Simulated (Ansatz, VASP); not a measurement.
## HfB: VASP beside Ansatz

File INCAR:

```
PREC = Accurate ; ENCUT = 520
EDIFF = 1E-6 ; ISMEAR = 0
SIGMA = 0.15 ; LREAL = False
LASPH = True ; NELM = 80
ALGO = Normal ; ISIF = 2
LWAVE = False ; LCHARG = False
GGA = PS ; NBANDS = 14
```

Contents of KPOINTS:

```
Automatic mesh
0
Gamma
  20 20 20
```

POSCAR

```
HfB
1.0
    0.2898390969      2.4636323236      2.4636323236
    2.4636323236      0.2898390969      2.4636323236
    2.4636323236      2.4636323236      0.2898390969
Hf B
1 1
Direct
    0.5000000000      0.5000000000      0.5000000000
    0.0000000000      0.0000000000      0.0000000000
```

Input for Ansatz:

```yaml
crystal:
  lattice:
    - [0.2898390969, 2.4636323236, 2.4636323236]
    - [2.4636323236, 0.2898390969, 2.4636323236]
    - [2.4636323236, 2.4636323236, 0.2898390969]
  atoms:
    - { symbol: Hf, position: [0.5, 0.5, 0.5] }
    - { symbol: B, position: [0.0, 0.0, 0.0] }
basis:
  ecutwfc: 420
kpoints:
  mp_grid: { grid: [20, 20, 20] }
hamiltonian:
  xc: pbesol
scf:
  occupations: { method: gaussian, width: 0.15 }
output:
  forces: true
  stress: true
  eigenvalues: true
  write_density: true
  write_potential: true
  elf: true
  volumetric_format: npy
```

Alike in both runs: task single point; functional PBEsol; k mesh 20 × 20 × 20; occupations gaussian, width 0.15 eV; no spin polarisation.

```csv
,VASP,Ansatz
version,VASP 6.6.1,Ansatz 0.2.0
potentials or method,"VASP PAW PBE potentials, release 64 (Hf_pv, B), cutoff 520 eV","scalar-relativistic, plane waves, PAW"
valence electrons in the cell,13,29
```

|  | VASP | Ansatz | Ansatz less VASP |
| --- | --- | --- | --- |
| gap on the k mesh at the Fermi level (eV) | none | none | - |
| pressure (GPa) | 24.6 | 23.7 | -0.85 |
| traceless stress, the component that is largest in VASP (GPa) | -8.41 | -8.71 | -0.295 |

VASP's potentials were made for PBE, not for PBEsol. A gap of «none» marks a metal or a gap that the smearing closes. With one functional, cell and mesh, what is left measures potentials, basis and numerics. VASP's potentials hold 13 valence electrons a cell and Ansatz's 29, so a difference there can come from the potentials and not from the codes.

Neither program's run includes spin-orbit coupling.
